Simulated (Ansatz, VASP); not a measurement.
# Ga in VASP and in Ansatz

```xyz
2
Lattice="-1.7435 1.7435 3.0035 1.7435 -1.7435 3.0035 1.7435 1.7435 -3.0035" Properties=species:S:1:pos:R:3 pbc="T T T"
Ga    0.0000    0.0000    1.7535
Ga    0.0000    0.0000    4.2535
```

Alike in both runs: task relaxation of cell and atoms; functional PBE; k mesh 8 × 8 × 8; occupations gaussian, width 0.1 eV; no spin polarisation.

```csv
,VASP,Ansatz
version,VASP 6.6.1,Ansatz 0.2.0
potentials or method,"VASP PAW PBE potentials, release 64 (Ga_d), cutoff 600 eV","scalar-relativistic, plane waves, PAW"
valence electrons in the cell,26,26
```

Ansatz gave:

| Property | Result |
| --- | --- |
| gap on the k mesh at the Fermi level, each at its own relaxed structure (eV) | none |
| relaxed volume (Å³/atom) | 19.99 |
| relaxed length of the cell vector where the two differ most in proportion (Å) | 3.839 |

Q: Estimate VASP's values.

A: gap on the k mesh at the Fermi level, each at its own relaxed structure (eV): none; relaxed volume (Å³/atom): 20.09; relaxed length of the cell vector where the two differ most in proportion (Å): 3.844.

A gap of «none» marks a metal or a gap that the smearing closes.
